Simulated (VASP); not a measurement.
# Al14CN16 (a cell with a defect) (C_Al-V_Al) in VASP: further runs

Al14CN16 (a cell with a defect) (C_Al-V_Al) is run at these levels: PBE, r2SCAN; tasks: single point.

Everything below comes from runs of VASP 6.6.1. Logs are shortened: lines on timing, memory, paths and dates and some standing lists are left out, and cuts for length are marked.

## (1) The cell of the first run

The cell holds a defect, 31 atoms: a = 6.260 Å, b = 6.260 Å, c = 10.035 Å, α = 90.00°, β = 90.00°, γ = 120.00°.

## (2) Single point, PBE

File INCAR:

```
SYSTEM = Al14CN16
  PREC = Accurate
  ENCUT = 520
  EDIFF = 1E-6
  ISMEAR = 0
  SIGMA = 0.01
  LREAL = Auto
  LASPH = .True.
  NELM = 100
  ALGO = Normal
  ISIF = 2
  LWAVE = .False.
  LCHARG = .False.
  GGA = PE
  NELECT = 128.0
  NBANDS = 84
```

File KPOINTS:

```
Automatic mesh
0
Gamma
  1 1 1
  0.25 0.25 0.25
```

File POSCAR:

```
Al14CN16
1.0
    6.2595139102      0.0000000601      0.0000000000
   -3.1297570100      5.4208980298      0.0000000000
    0.0000000000      0.0000000000     10.0348065900
C N Al
1 16 14
Direct
    0.3810373572      0.2473804982      0.2696050067
    0.3572849853      0.1822657437      0.3968436401
    0.2101063637      0.3097209257      0.1992548755
    0.3282160165      0.1502000077      0.9415846337
    0.1672249013      0.3328028446      0.7126232364
    0.3479675074      0.7044944349      0.4397034497
    0.1207273831      0.7371617744      0.1792781921
    0.3378245596      0.6691790972      0.9380790041
    0.1667307601      0.8403156091      0.6824240331
    0.8306143955      0.1714080154      0.4404423881
    0.6137456545      0.3159902295      0.1994763070
    0.8324691988      0.1746186997      0.9509693636
    0.6621709812      0.3333622938      0.6848622092
    0.8311850969      0.6771985119      0.4385645731
    0.6718818211      0.8344457456      0.1886104847
    0.8240996874      0.6610980920      0.9363500082
    0.6687041740      0.8394944087      0.6928199176
    0.3282391526      0.1688616887      0.7491053757
    0.1774055076      0.3318023044      0.9956302890
    0.3353836795      0.6611493329      0.2615020582
    0.1709195159      0.8488362288      0.4865567447
    0.3291265339      0.6639491886      0.7413023117
    0.1587437131      0.8142620618      1.0029076924
    0.8431567157      0.1611219214      0.2630956738
    0.6807459714      0.3394804084      0.4917256020
    0.8393097850      0.1759802184      0.7471748906
    0.6544028065      0.3292866533      1.0062543065
    0.8298893671      0.6663224018      0.2522206292
    0.6667093545      0.8496245528      0.4992115607
    0.8307356598      0.6698031849      0.7447062647
    0.6662304613      0.8348532101      0.9998997702
```

Potentials or basis: VASP PAW PBE potentials, release 64 (C, N, Al).

The run is started by

```console
cat potpaw_PBE.64/C/POTCAR potpaw_PBE.64/N/POTCAR potpaw_PBE.64/Al/POTCAR > POTCAR
mpirun -np 1 vasp_std > vasp.out
```

OUTCAR:

```text
SYSTEM = Al14CN16
   PREC = Accurate
   ENCUT = 520
   EDIFF = 1E-6
   ISMEAR = 0
   LREAL = Auto
   LASPH = .True.
   NELM = 100
   ISIF = 2
   GGA = PE
   NELECT = 128.0

 ion  position               nearest neighbor table
   1  0.381  0.247  0.270-   2 1.33  11 1.48   3 1.49
   2  0.357  0.182  0.397-   1 1.33  25 2.00  21 2.02
   3  0.210  0.310  0.199-   1 1.49  20 2.03  19 2.07  24 2.10
   4  0.328  0.150  0.942-  19 1.88  27 1.89  23 1.92  18 1.94
   5  0.167  0.333  0.713-  18 1.80  26 1.81  22 1.82
   6  0.348  0.704  0.440-  20 1.80  21 1.81  29 1.83
   7  0.121  0.737  0.179-  28 1.80  23 1.82  20 1.83
   8  0.338  0.669  0.938-  23 1.88  31 1.89  19 1.92  22 1.98
   9  0.167  0.840  0.682-  18 1.90  30 1.93  22 1.93  21 1.97
  10  0.831  0.171  0.440-  24 1.78  25 1.80  29 1.84
  11  0.614  0.316  0.199-   1 1.48  27 1.95  28 1.99  24 2.19
  12  0.832  0.175  0.951-  27 1.89  31 1.91  19 1.93  26 2.05
  13  0.662  0.333  0.685-  26 1.92  30 1.92  18 1.92  25 1.94
  14  0.831  0.677  0.439-  28 1.87  21 1.90  25 1.91  29 1.93
  15  0.672  0.834  0.189-  28 1.88  31 1.89  24 1.92  20 1.97
  16  0.824  0.661  0.936-  31 1.91  30 1.92  27 1.93  23 1.94
  17  0.669  0.839  0.693-  30 1.87  26 1.90  22 1.90  29 1.94
[... 6 lines left out ...]
  21  0.171  0.849  0.487-   6 1.81  14 1.90   9 1.97   2 2.02  20 2.96  28 2.99  29 3.10  25 3.13
                            25 3.13  18 3.15  29 3.16  22 3.16  30 3.18
  22  0.329  0.664  0.741-   5 1.82  17 1.90   9 1.93   8 1.98  29 3.04  26 3.06  18 3.10  30 3.12
                            19 3.12  30 3.14  23 3.15  21 3.16  18 3.16  31 3.17  26 3.20
  23  0.159  0.814  0.003-   7 1.82   8 1.88   4 1.92  16 1.94  28 3.07  19 3.08  27 3.10  31 3.11
                            30 3.14  22 3.15  31 3.15  20 3.15  27 3.17  19 3.18  18 3.19
  24  0.843  0.161  0.263-  10 1.78  15 1.92   3 2.10  11 2.19  29 2.91  25 2.95  28 3.06  20 3.11
                            20 3.15  31 3.18  28 3.21  27 3.22  19 3.24
  25  0.681  0.339  0.492-  10 1.80  14 1.91  13 1.94   2 2.00  24 2.95  28 2.99  29 3.02  26 3.10
                            30 3.11  21 3.13  21 3.13  18 3.21  29 3.24
  26  0.839  0.176  0.747-   5 1.81  17 1.90  13 1.92  12 2.05  29 3.05  22 3.06  18 3.08  19 3.10
                            25 3.10  30 3.12  31 3.14  30 3.14  18 3.18  27 3.18  22 3.20
  27  0.654  0.329  0.006-   4 1.89  12 1.89  16 1.93  11 1.95  19 3.00  28 3.07  23 3.10  18 3.13
                            31 3.13  31 3.13  23 3.17  26 3.18  30 3.21  24 3.22  19 3.27
  28  0.830  0.666  0.252-   7 1.80  14 1.87  15 1.88  11 1.99  25 2.99  21 2.99  24 3.06  27 3.07
                            23 3.07  20 3.08  31 3.11  29 3.11  20 3.18  24 3.21
  29  0.667  0.850  0.499-   6 1.83  10 1.84  14 1.93  17 1.94  24 2.91  20 2.99  25 3.02  22 3.04
                            26 3.05  30 3.09  21 3.10  28 3.11  21 3.16  25 3.24
  30  0.831  0.670  0.745-  17 1.87  13 1.92  16 1.92   9 1.93  29 3.09  25 3.11  26 3.12  18 3.12
                            22 3.12  31 3.12  22 3.14  18 3.14  26 3.14  23 3.14  21 3.18  27 3.21
  31  0.666  0.835  1.000-   8 1.89  15 1.89  12 1.91  16 1.91  19 3.11  28 3.11  23 3.11  30 3.12
                            27 3.13  27 3.13  26 3.14  23 3.15  19 3.16  22 3.17  20 3.18  24 3.18

  LATTYP: Found a hexagonal cell.
 ALAT       =     6.2595139102
 C/A-ratio  =     1.6031287308

  Lattice vectors:

 A1 = (   6.2595139102,   0.0000000601,   0.0000000000)
 A2 = (  -3.1297570100,   5.4208980298,   0.0000000000)
 A3 = (   0.0000000000,   0.0000000000,  10.0348065900)

Analysis of symmetry for initial positions (statically):
=====================================================================
 Subroutine PRICEL returns:
 Original cell was already a primitive cell.

 Routine SETGRP: Setting up the symmetry group for a
 hexagonal supercell.

 Subroutine GETGRP returns: Found  1 space group operations
 (whereof  1 operations were pure point group operations)
 out of a pool of 24 trial point group operations.

The static configuration has the point symmetry C_1 .

Analysis of symmetry for dynamics (positions and initial velocities):
=====================================================================
 Subroutine PRICEL returns:
 Original cell was already a primitive cell.

 Routine SETGRP: Setting up the symmetry group for a
 hexagonal supercell.

 Subroutine GETGRP returns: Found  1 space group operations
 (whereof  1 operations were pure point group operations)
 out of a pool of 24 trial point group operations.

The dynamic configuration has the point symmetry C_1 .

 Subroutine INISYM returns: Found  1 space group operations
 (whereof  1 operations are pure point group operations),
 and found     1 'primitive' translations

----------------------------------------------------------------------------------------

                                     Primitive cell

  volume of cell :     340.5029

  direct lattice vectors                    reciprocal lattice vectors
     6.259513910  0.000000060  0.000000000     0.159756813  0.092235641  0.000000000
    -3.129757010  5.420898030  0.000000000    -0.000000002  0.184471279  0.000000000
     0.000000000  0.000000000 10.034806590     0.000000000  0.000000000  0.099653141

  length of vectors
     6.259513910  6.259513910 10.034806590     0.184471279  0.184471279  0.099653141

  position of ions in fractional coordinates (direct lattice)
     0.381037357  0.247380498  0.269605007
     0.357284985  0.182265744  0.396843640
     0.210106364  0.309720926  0.199254876
     0.328216017  0.150200008  0.941584634
     0.167224901  0.332802845  0.712623236
     0.347967507  0.704494435  0.439703450
[... 23 lines left out ...]
     0.830735660  0.669803185  0.744706265
     0.666230461  0.834853210  0.999899770

  ion indices of the primitive-cell ions
   primitive index   ion index
                 1           1
                 2           2
                 3           3
                 4           4
                 5           5
                 6           6
[... 23 lines left out ...]
                30          30
                31          31

----------------------------------------------------------------------------------------

 KPOINTS: Automatic mesh

Automatic generation of k-mesh.
 Grid dimensions read from file:
 generate k-points for:    1    1    1

 Generating k-lattice:

  Cartesian coordinates                     Fractional coordinates (reciprocal lattice)
     0.159756813  0.092235641  0.000000000     1.000000000 -0.000000000  0.000000000
    -0.000000002  0.184471279  0.000000000     0.000000000  1.000000000  0.000000000
     0.000000000  0.000000000  0.099653141     0.000000000  0.000000000  1.000000000

  Length of vectors
     0.184471279  0.184471279  0.099653141

  Shift w.r.t. Gamma in fractional coordinates (k-lattice)
     0.250000000  0.250000000  0.250000000

 Subroutine IBZKPT returns following result:
 ===========================================

 Found      6 irreducible k-points:

 Following reciprocal coordinates:
            Coordinates               Weight
  0.250000  0.250000  0.250000      2.000000
 -0.250000  0.500000  0.250000      2.000000
  0.500000  0.250000  0.250000      2.000000
 -0.250000 -0.250000  0.250000      2.000000
  0.250000  0.500000  0.250000      2.000000
  0.500000 -0.250000  0.250000      2.000000
   k-points           NKPTS =      6   k-points in BZ     NKDIM =      6   number of bands    NBANDS=     84
   number of dos      NEDOS =    301   number of ions     NIONS =     31
   total plane-waves  NPLWV = 184320
   dimension x,y,z NGX =    48 NGY =   48 NGZ =   80
   dimension x,y,z NGXF=    96 NGYF=   96 NGZF=  160
   ions per type =               1  16  14
   NGX,Y,Z   is equivalent  to a cutoff of  12.75, 12.75, 13.25 a.u.
   NGXF,Y,Z  is equivalent  to a cutoff of  25.50, 25.50, 26.51 a.u.
 SYSTEM =  Al14CN16
   PREC   = accura    normal or accurate (medium, high low for compatibility)
   ISTART =      0    job   : 0-new  1-cont  2-samecut
   ICHARG =      2    charge: 1-file 2-atom 10-const
   ISPIN  =      1    spin polarized calculation?
   LNONCOLLINEAR =      F non collinear calculations
   LSORBIT =      F    spin-orbit coupling
   LASPH  =      T    aspherical Exc in radial PAW
   ENCUT  =  520.0 eV  38.22 Ry    6.18 a.u.  11.64 11.64 18.66*2*pi/ulx,y,z
   NELM   =    100;   NELMIN=  2; NELMDL= -5     # of ELM steps
   EDIFF  = 0.1E-05   stopping-criterion for ELM
   LREAL  =      T    real-space projection
   EDIFFG = 0.1E-04   stopping-criterion for IOM
   NSW    =      0    number of steps for IOM
   IBRION =     -1    ionic relax: 0-MD 1-quasi-New 2-CG
   NFREE  =      0    steps in history (QN), initial steepest desc. (CG)
   ISIF   =      2    stress and relaxation
   ISYM   =      2    0-nonsym 1-usesym 2-fastsym
   POTIM  = 0.5000    time-step for ionic-motion
   TEBEG  =    0.0;   TEEND  =   0.0 temperature during run
   PSTRESS=    0.0 pullay stress
   NELECT =     128.0000    total number of electrons
   NUPDOWN=      -1.0000    fix difference up-down
   EMIN   =  10.00;   EMAX   =-10.00  energy-range for DOS
   EFERMI =   0.00;   METHOD = LEGACY
   ISMEAR =     0;   SIGMA  =   0.01  broadening in eV -4-tet -1-fermi 0-gaus
   EFERMI_NEDOS =   21; number of points for ismear=-14 and -15
   IALGO  =     38    algorithm
   IMIX   =      4    mixing-type and parameters
     AMIX     =   0.40;   BMIX     =  1.00
     AMIX_MAG =   1.60;   BMIX_MAG =  1.00
  volume/ion in A,a.u.               =      10.98        74.12
  Fermi-wavevector in a.u.,A,eV,Ry     =   1.181511  2.232733 18.993310  1.395969
  Thomas-Fermi vector in A             =   2.317783
   LORBIT       =      0    0 simple, 1 ext, 2 COOP (PROOUT), +10 PAW based schemes
   GGA     = PE    functional components
   LHFCALC =     F    Hartree Fock is set to
   AEXX    =    0.0000 exact exchange contribution
   IVDW    =     0    specifies the selected vdW correction
   LEPSILON=     F    determine dielectric tensor
   LRPA    =     F    only Hartree local field effects (RPA)
 non-spin polarized calculation
 Gauss-broadening in eV      SIGMA  =   0.01
  energy-cutoff  :      520.00
  volume of cell :      340.50
 maximum number of plane-waves:      9148
 NGX is ok and might be reduce to    48
   NGX = 23   NGY = 23   NGZ = 37

 number of electron     128.0000003 magnetization

 Free energy of the ion-electron system (eV)
  ---------------------------------------------------
  ext. energy  EPLUGINS =         0.00000000
  ---------------------------------------------------
  free energy    TOTEN  =      -216.93450136 eV

  energy without entropy =     -216.93450136  energy(sigma->0) =     -216.93450136

 E-fermi :   6.6313     XC(G=0): -10.6604

 val. band max:        6.5318078416   @ k =  -0.2500   0.5000   0.2500
 cond. band min:       8.7605172140   @ k =   0.2500   0.2500   0.2500
 fundamental gap:      2.2287093724
 Fermi energy:         6.6313366335

 k-point     1 :       0.2500    0.2500    0.2500
  band No.  band energies     occupation
      1     -12.4795      2.00000
      2      -9.4591      2.00000
      3      -9.2456      2.00000
      4      -9.1277      2.00000
      5      -8.7383      2.00000
      6      -8.6615      2.00000
[... 463 lines left out ...]
     75      12.0750      0.00000
     76      12.2371      0.00000
 [bands above 76 left out]

------------------------ aborting loop because EDIFF is reached ----------------------------------------

  FORCE on cell =-STRESS in cart. coord.  units (eV):
  Direction    XX          YY          ZZ          XY          YZ          ZX
  --------------------------------------------------------------------------------------
  -------------------------------------------------------------------------------------
  Total       10.0434980     14.2283165     15.1900074     -0.3201015      4.2731259     -2.1661844
  in kB       47.2579332     66.9488688     71.4739382     -1.5061821     20.1064508    -10.1926039
  external PRESSURE =      61.8935801 kB  Pullay stress =       0.0000000 kB

 VOLUME and BASIS-vectors are now :
 -----------------------------------------------------------------------------
  energy-cutoff  :      520.00
  volume of cell :      340.50
      direct lattice vectors                 reciprocal lattice vectors
     6.259513910  0.000000060  0.000000000     0.159756813  0.092235641  0.000000000
    -3.129757010  5.420898030  0.000000000    -0.000000002  0.184471279  0.000000000
     0.000000000  0.000000000 10.034806590     0.000000000  0.000000000  0.099653141

 POSITION                                       TOTAL-FORCE (eV/Angst)
 -----------------------------------------------------------------------------------
      1.61087      1.34102      2.70543        -0.145447     -0.017466      0.120438
      1.66598      0.98804      3.98225         0.041754     -0.153353      0.040667
      0.34581      1.67897      1.99948        -0.030934     -0.142394     -0.055764
      1.58438      0.81422      9.44862         0.234967     -0.060478      0.065913
      0.00515      1.80409      7.15104        -0.218385      0.135035     -0.060814
     -0.02679      3.81899      4.41234         0.121700     -0.083727     -0.060901
[... 23 lines left out ...]
      3.10368      3.63093      7.47298         0.162785     -0.081176      0.008381
      1.55739      4.52565     10.03380        -0.094764      0.065759      0.029197
 -----------------------------------------------------------------------------------
    total drift:                               -0.004949     -0.000829      0.005899

  FREE ENERGIE OF THE ION-ELECTRON SYSTEM (eV)
  ---------------------------------------------------
  free  energy   TOTEN  =      -216.9345013597 eV

  energy  without entropy=     -216.9345013597  energy(sigma->0) =     -216.93450136
```

Run time: 2.9 min. Hardware: 1 thread of Intel Xeon 6975P-C (Granite Rapids), shared host; peak memory 0.47 GiB.

What came out:

```
Free energy   : -216.9345 eV
Largest force : 0.325 eV/Å
```

Forces in eV/Å, atoms in the order of the input:
```
C   -0.145 -0.017  0.120
N    0.042 -0.153  0.041
N   -0.031 -0.142 -0.056
N    0.235 -0.060  0.066
N   -0.218  0.135 -0.061
N    0.122 -0.084 -0.061
N    0.152  0.157 -0.052
N    0.186 -0.112 -0.084
N   -0.155  0.082  0.110
N    0.154 -0.078 -0.041
N   -0.142  0.291 -0.015
N    0.124 -0.143 -0.039
N   -0.158  0.088  0.121
N    0.102  0.024  0.057
N   -0.204 -0.008 -0.055
N    0.147 -0.064 -0.037
N   -0.187  0.118 -0.136
Al   0.145 -0.090  0.007
Al  -0.112  0.059 -0.001
Al   0.064  0.077  0.022
Al  -0.044  0.079  0.022
Al   0.090 -0.070 -0.008
Al  -0.119  0.065 -0.001
Al   0.074 -0.074  0.023
Al  -0.090  0.013  0.045
Al   0.114 -0.061 -0.009
Al  -0.112  0.061 -0.054
Al   0.001 -0.129 -0.001
Al  -0.102  0.052  0.038
Al   0.163 -0.081  0.008
Al  -0.095  0.066  0.029
```

Levels at points of the mesh, in eV from the Fermi level:
| k point | band 60 | band 61 | band 62 | band 63 | band 64 | band 65 | band 66 | band 67 | band 68 | band 69 |
| --- | --- | --- | --- | --- | --- | --- | --- | --- | --- | --- |
| (0.25, 0.25, 0.25) | -1.69 | -1.40 | -1.08 | -0.71 | -0.32 | 2.13 | 3.40 | 4.08 | 4.27 | 4.51 |

Caveat: the k points lie up to 1.16 Å⁻¹ apart; the cell carries a net charge on a neutralising background, which shifts energy and pressure; the cell is charged against a uniform background, so pressure and absolute levels hang on convention.

## (3) Single point, PBE

File INCAR:

```
SYSTEM = Al14CN16
ALGO     = Normal         ! electronic algorithm
EDIFF    = 1E-7           ! SCF threshold, eV
ENCUT    = 520            ! plane-wave cutoff, eV
GGA      = PE             ! functional
ISIF     = 2              ! what is computed and relaxed
ISMEAR   = 0              ! smearing method
LASPH    = .True.         ! aspherical terms in the spheres
LCHARG   = .True.         ! write CHGCAR
LELF     = .True.         ! ELF
LREAL    = Auto         
LVHAR    = .True.       
LWAVE    = .False.        ! write WAVECAR
NBANDS   = 84             ! bands
NELECT   = 128.0        
NELM     = 80             ! most SCF steps
PREC     = Accurate       ! precision mode
SIGMA    = 0.01           ! smearing width, eV
```

KPOINTS is that of step 2.

Edit POSCAR of step 2 so:

```diff
@@ -2,5 +2,5 @@
 1.0
-    6.2595139102      0.0000000601      0.0000000000
-   -3.1297570100      5.4208980298      0.0000000000
-    0.0000000000      0.0000000000     10.0348065900
+    6.2595139128      0.0000000578      0.0000000000
+   -3.1297570064      5.4208980350      0.0000000000
+    0.0000000000      0.0000000000     10.0348065929
 C N Al
```

Potentials or basis: VASP PAW PBE potentials, release 64 (C, N, Al).

The run is started by

```console
cat potpaw_PBE.64/C/POTCAR potpaw_PBE.64/N/POTCAR potpaw_PBE.64/Al/POTCAR > POTCAR
mpirun -np 1 vasp_std > vasp.out
```

Wall time 2.9 min (1 thread of Intel Xeon 6975P-C (Granite Rapids), shared host); peak memory 0.47 GiB.

It converged, with:

- Free energy: -216.9345 eV
- Largest force: 0.325 eV/Å

Forces in eV/Å, atoms in the order of the input:
```
C   -0.145 -0.017  0.120
N    0.042 -0.153  0.041
N   -0.031 -0.142 -0.056
N    0.235 -0.060  0.066
N   -0.218  0.135 -0.060
N    0.122 -0.083 -0.061
N    0.152  0.157 -0.052
N    0.186 -0.112 -0.084
N   -0.155  0.082  0.110
N    0.153 -0.078 -0.041
N   -0.142  0.291 -0.015
N    0.124 -0.143 -0.039
N   -0.158  0.088  0.121
N    0.102  0.024  0.057
N   -0.204 -0.008 -0.055
N    0.147 -0.064 -0.037
N   -0.187  0.118 -0.136
Al   0.145 -0.089  0.007
Al  -0.112  0.059 -0.001
Al   0.064  0.077  0.022
Al  -0.044  0.079  0.022
Al   0.090 -0.070 -0.008
Al  -0.119  0.065 -0.001
Al   0.074 -0.074  0.023
Al  -0.089  0.013  0.045
Al   0.114 -0.061 -0.009
Al  -0.112  0.061 -0.054
Al   0.001 -0.129 -0.001
Al  -0.102  0.052  0.038
Al   0.163 -0.081  0.008
Al  -0.095  0.066  0.029
```

Levels at points of the mesh, in eV from the Fermi level:
| k point | band 60 | band 61 | band 62 | band 63 | band 64 | band 65 | band 66 | band 67 | band 68 | band 69 |
| --- | --- | --- | --- | --- | --- | --- | --- | --- | --- | --- |
| (0.25, 0.25, 0.25) | -1.68 | -1.39 | -1.07 | -0.70 | -0.31 | 2.14 | 3.41 | 4.09 | 4.28 | 4.52 |

Caveat: the k points lie up to 1.16 Å⁻¹ apart; the cell carries a net charge on a neutralising background, which shifts energy and pressure; the cell is charged against a uniform background, so pressure and absolute levels hang on convention.

(Part 1 of 2 ends here.)
